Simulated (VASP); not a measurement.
# Hf in VASP: notebook, part 2 of 2

VASP 6.6.1.

## 3. Electric field gradients, PBEsol (equal xy, yz and zx shear strains of -3 %)

INCAR reads:

```
SYSTEM = Hf
  PREC = Accurate
  ENCUT = 520
  EDIFF = 1E-8
  ISMEAR = -1
  SIGMA = 0.05
  LREAL = .False.
  LASPH = .True.
  NELM = 60
  ALGO = Normal
  ISIF = 2
  LWAVE = .False.
  LCHARG = .False.
  GGA = PS
  LEFG = .True.
  NBANDS = 11
```

KPOINTS reads:

```
regular mesh
0
Gamma
  14 14 14
  0 0 0
```

POSCAR reads:

```
Hf
1.0
   -1.8591500000      1.8050000000      1.8050000000
    1.8050000000     -1.8591500000      1.8050000000
    1.8050000000      1.8050000000     -1.8591500000
Hf
1
Direct
    0.0000000000      0.0000000000      0.0000000000
```

Potentials or basis: VASP PAW PBE potentials, release 64 (Hf_pv).

Launch:

```sh
$ cat potpaw_PBE.64/Hf_pv/POTCAR > POTCAR
$ mpirun -np 1 vasp_std > vasp.out
```

OUTCAR:

```text
SYSTEM = Hf
   PREC = Accurate
   ENCUT = 520
   EDIFF = 1E-8
   ISMEAR = -1
   LREAL = .False.
   LASPH = .True.
   NELM = 60
   ISIF = 2
   GGA = PS

 ion  position               nearest neighbor table
   1  0.000  0.000  0.000-

  LATTYP: Found a trigonal (rhomboedric) cell.
 ALAT       =     3.1579247493
 COS(alpha) =    -0.3463033748

  Lattice vectors:

 A1 = (  -1.8591500000,   1.8050000000,   1.8050000000)
 A2 = (   1.8050000000,  -1.8591500000,   1.8050000000)
 A3 = (   1.8050000000,   1.8050000000,  -1.8591500000)

Analysis of symmetry for initial positions (statically):
=====================================================================
 Subroutine PRICEL returns:
 Original cell was already a primitive cell.

 Routine SETGRP: Setting up the symmetry group for a
 trigonal (rhombohedral) supercell.

 Subroutine GETGRP returns: Found 12 space group operations
 (whereof 12 operations were pure point group operations)
 out of a pool of 12 trial point group operations.

The static configuration has the point symmetry D_3d.

Analysis of symmetry for dynamics (positions and initial velocities):
=====================================================================
 Subroutine PRICEL returns:
 Original cell was already a primitive cell.

 Routine SETGRP: Setting up the symmetry group for a
 trigonal (rhombohedral) supercell.

 Subroutine GETGRP returns: Found 12 space group operations
 (whereof 12 operations were pure point group operations)
 out of a pool of 12 trial point group operations.

The dynamic configuration has the point symmetry D_3d.

 Subroutine INISYM returns: Found 12 space group operations
 (whereof 12 operations are pure point group operations),
 and found     1 'primitive' translations

----------------------------------------------------------------------------------------

                                     Primitive cell

  volume of cell :      23.5069

  direct lattice vectors                    reciprocal lattice vectors
    -1.859150000  1.805000000  1.805000000     0.008440657  0.281355249  0.281355249
     1.805000000 -1.859150000  1.805000000     0.281355249  0.008440657  0.281355249
     1.805000000  1.805000000 -1.859150000     0.281355249  0.281355249  0.008440657

  length of vectors
     3.157924749  3.157924749  3.157924749     0.397985925  0.397985925  0.397985925

  position of ions in fractional coordinates (direct lattice)
     0.000000000  0.000000000  0.000000000

  ion indices of the primitive-cell ions
   primitive index   ion index
                 1           1

----------------------------------------------------------------------------------------

 KPOINTS: regular mesh

Automatic generation of k-mesh.
 Grid dimensions read from file:
 generate k-points for:   14   14   14

 Generating k-lattice:

  Cartesian coordinates                     Fractional coordinates (reciprocal lattice)
     0.000602904  0.020096803  0.020096803     0.071428571 -0.000000000 -0.000000000
[... 65 lines left out ...]
   ISIF   =      2    stress and relaxation
   ISYM   =      2    0-nonsym 1-usesym 2-fastsym
   POTIM  = 0.5000    time-step for ionic-motion
   TEBEG  =    0.0;   TEEND  =   0.0 temperature during run
   PSTRESS=    0.0 pullay stress
   NELECT =      10.0000    total number of electrons
   NUPDOWN=      -1.0000    fix difference up-down
   EMIN   =  10.00;   EMAX   =-10.00  energy-range for DOS
   EFERMI =   0.00;   METHOD = LEGACY
   ISMEAR =    -1;   SIGMA  =   0.05  broadening in eV -4-tet -1-fermi 0-gaus
   EFERMI_NEDOS =   21; number of points for ismear=-14 and -15
   IALGO  =     38    algorithm
   IMIX   =      4    mixing-type and parameters
     AMIX     =   0.40;   BMIX     =  1.00
     AMIX_MAG =   1.60;   BMIX_MAG =  1.00
  volume/ion in A,a.u.               =      23.51       158.63
  Fermi-wavevector in a.u.,A,eV,Ry     =   1.231241  2.326708 20.625807  1.515954
  Thomas-Fermi vector in A             =   2.366058
   LORBIT       =      0    0 simple, 1 ext, 2 COOP (PROOUT), +10 PAW based schemes
   GGA     = PS    functional components
   LHFCALC =     F    Hartree Fock is set to
   AEXX    =    0.0000 exact exchange contribution
   IVDW    =     0    specifies the selected vdW correction
   LEPSILON=     F    determine dielectric tensor
   LRPA    =     F    only Hartree local field effects (RPA)
 non-spin polarized calculation
  energy-cutoff  :      520.00
  volume of cell :       23.51
 maximum number of plane-waves:       651
   NGX = 11   NGY = 11   NGZ = 11

 number of electron      10.0000000 magnetization

 Free energy of the ion-electron system (eV)
  ---------------------------------------------------
  ext. energy  EPLUGINS =         0.00000000
  ---------------------------------------------------
  free energy    TOTEN  =       -10.26223955 eV

  energy without entropy =      -10.24483035  energy(sigma->0) =      -10.25353495

 E-fermi :   4.0840     XC(G=0): -11.1658

 val. band max:        4.0755086550   @ k =  -0.1429   0.4286   0.0714
 cond. band min:       4.0972895876   @ k =  -0.1429  -0.2857   0.0714
 fundamental gap:      0.0217809326
 Fermi energy:         4.0839525483

 k-point     1 :       0.0000    0.0000    0.0000
  band No.  band energies     occupation
      1     -25.9065      2.00000
      2     -25.9065      2.00000
      3     -25.8350      2.00000
      4      -2.7865      2.00000
      5       5.1441      0.00000
      6       5.7269      0.00000
      7       5.7269      0.00000
      8       8.2659      0.00000
      9       8.2659      0.00000
     10      16.7222      0.00000
     11      17.1498      0.00000
[... 309 lines left out ...]
 k-point    24 :       0.2857    0.1429   -0.0000
  band No.  band energies     occupation
      1     -26.5156      2.00000
      2     -26.0960      2.00000
      3     -25.9382      2.00000
      4       0.9417      2.00000
      5       3.8052      1.99245
      6       4.2380      0.08776
      7       7.6339      0.00000
      8       8.6346      0.00000
      9      10.1618      0.00000
     10      14.9692      0.00000
     11      16.4709      0.00000

 [... further k-points ...]
[... 5 lines left out ...]
  --------------------------------------------------------------------------------------
  -------------------------------------------------------------------------------------
  Total       -1.3607938     -1.3607938     -1.3607938      0.1805887      0.1805887      0.1805887
  in kB      -92.7486248    -92.7486248    -92.7486248     12.3085136     12.3085136     12.3085136
  external PRESSURE =     -92.7486248 kB  Pullay stress =       0.0000000 kB

 VOLUME and BASIS-vectors are now :
 -----------------------------------------------------------------------------
  energy-cutoff  :      520.00
  volume of cell :       23.51
      direct lattice vectors                 reciprocal lattice vectors
    -1.859150000  1.805000000  1.805000000     0.008440657  0.281355249  0.281355249
     1.805000000 -1.859150000  1.805000000     0.281355249  0.008440657  0.281355249
     1.805000000  1.805000000 -1.859150000     0.281355249  0.281355249  0.008440657

 POSITION                                       TOTAL-FORCE (eV/Angst)
 -----------------------------------------------------------------------------------
      0.00000      0.00000      0.00000         0.000000      0.000000      0.000000
 -----------------------------------------------------------------------------------
    total drift:                                0.000000      0.000000      0.000000

  FREE ENERGIE OF THE ION-ELECTRON SYSTEM (eV)
  ---------------------------------------------------
  free  energy   TOTEN  =       -10.2622395536 eV

  energy  without entropy=      -10.2448303542  energy(sigma->0) =      -10.25353495

 Electric field gradients (V/A^2)
---------------------------------------------------------------------
 ion       V_xx      V_yy      V_zz      V_xy      V_xz      V_yz
---------------------------------------------------------------------
   1      -0.000    -0.000     0.000    35.754    35.754    35.754
---------------------------------------------------------------------

 Electric field gradients after diagonalization (V/A^2)
 (convention: |V_zz| > |V_xx| > |V_yy|)
----------------------------------------------------------------------
 ion       V_xx      V_yy      V_zz     asymmetry (V_yy - V_xx)/ V_zz
----------------------------------------------------------------------
   1     -35.754   -35.754    71.508       0.000
----------------------------------------------------------------------

           NMR quadrupolar parameters

 Cq : quadrupolar parameter    Cq=e*Q*V_zz/h
 eta: asymmetry parameters     (V_yy - V_xx)/ V_zz
 Q  : nuclear electric quadrupole moment in mb (millibarn)
----------------------------------------------------------------------
 ion       Cq(MHz)       eta       Q (mb)
----------------------------------------------------------------------
   1       0.173       0.000       1.000
----------------------------------------------------------------------
```

OSZICAR:

```text
N       E                     dE             d eps       ncg     rms          rms(c)
DAV:   1     0.118760998926E+02    0.11876E+02   -0.57287E+03  6384   0.836E+02
DAV:   2    -0.102202577191E+02   -0.22096E+02   -0.21441E+02  7902   0.153E+02
DAV:   3    -0.106745317063E+02   -0.45427E+00   -0.44881E+00  8052   0.149E+01
DAV:   4    -0.106764965484E+02   -0.19648E-02   -0.19644E-02  7099   0.118E+00
DAV:   5    -0.106765088283E+02   -0.12280E-04   -0.12279E-04  7973   0.822E-02    0.441E+01
DAV:   6    -0.103629872096E+02    0.31352E+00   -0.27116E-01  7089   0.366E+00    0.251E+01
DAV:   7    -0.102663947551E+02    0.96592E-01   -0.33677E-01  7302   0.395E+00    0.116E+00
DAV:   8    -0.102622282598E+02    0.41665E-02   -0.21448E-02  7056   0.104E+00    0.938E-02
DAV:   9    -0.102622355759E+02   -0.73161E-05   -0.30321E-04  8154   0.150E-01    0.509E-02
DAV:  10    -0.102622388762E+02   -0.33003E-05   -0.10093E-05  7968   0.220E-02    0.181E-02
DAV:  11    -0.102622397939E+02   -0.91767E-06   -0.17164E-06  7650   0.953E-03    0.670E-03
DAV:  12    -0.102622395802E+02    0.21366E-06   -0.30049E-07  7167   0.411E-03    0.136E-03
DAV:  13    -0.102622395585E+02    0.21711E-07   -0.80484E-09  5027   0.790E-04    0.403E-04
DAV:  14    -0.102622395536E+02    0.49273E-08   -0.69235E-10  4083   0.235E-04
   1 F= -.10262240E+02 E0= -.10253535E+02  d E =-.174092E-01
```

It took 19 s on 1 thread of Intel Xeon 6975P-C (Granite Rapids), shared host; peak memory 0.19 GiB.

What came out:

* Free energy: -10.2622 eV
* Pressure: -9.3 GPa
* Band gap on the k mesh: zero (band 5 reaches 5.41 eV, above the bottom of band 6 at 3.34 eV)

Stress tensor (GPa, compression positive):
```
-9.27  1.23  1.23
 1.23 -9.27  1.23
 1.23  1.23 -9.27
```

Levels at points of the mesh, in eV from the Fermi level:
| k point | band 2 | band 3 | band 4 | band 5 | band 6 | band 7 | band 8 | band 9 |
| --- | --- | --- | --- | --- | --- | --- | --- | --- |
| (0.00, 0.00, 0.00) | -29.99 | -29.92 | -6.87 | 1.06 | 1.64 | 1.64 | 4.18 | 4.18 |
| (0.50, 0.00, 0.00) | -30.22 | -29.98 | -3.16 | -0.36 | 1.12 | 3.76 | 4.66 | 7.24 |
| (0.50, 0.50, 0.00) | -30.18 | -29.94 | -3.29 | -0.50 | 0.75 | 4.13 | 5.08 | 7.04 |
| (0.50, 0.50, 0.50) | -30.42 | -30.42 | -2.36 | -2.36 | 6.17 | 6.17 | 6.78 | 6.78 |

Electric field gradients, principal values (V/Å²):
```tsv
atom	least	middle	greatest (by size)
1 Hf	-35.754	-35.754	71.508
```

Caveat: the cell differs from its parent crystal (equal xy, yz and zx shear strains of -3 %); without QUAD_EFG the Cq values of the log hold for a quadrupole moment of 1 mb, not for the nuclei; the PAW data sets were made with another functional, which shifts forces and pressure a little; spin-orbit coupling is left out, which moves the levels of the heavy elements.
